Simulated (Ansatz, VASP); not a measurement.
Ba: VASP beside Ansatz

```
Ba
1.0
    -2.51249    2.51249    2.51249
     2.51249   -2.51249    2.51249
     2.51249    2.51249   -2.51249
Ba
1
Direct
  0.00000 0.00000 0.00000
```

Alike in both runs: task single point; functional PBE; k mesh 9 × 9 × 9; occupations gaussian, width 0.03 eV; no spin polarisation.

|  | VASP | Ansatz |
| --- | --- | --- |
| version | VASP 6.6.1 | Ansatz 0.2.0 |
| potentials or method | VASP PAW PBE potentials, release 64 (Ba_sv), cutoff 520 eV | plane waves (420 eV) with PAW, scalar-relativistic |
| valence electrons in the cell | 10 | 10 |

Ansatz gave:

* pressure (GPa): 0.0

Problem. What did VASP give for the same quantities?

Solution. Pressure (GPa): 0.1.

Spin-orbit coupling is off throughout.
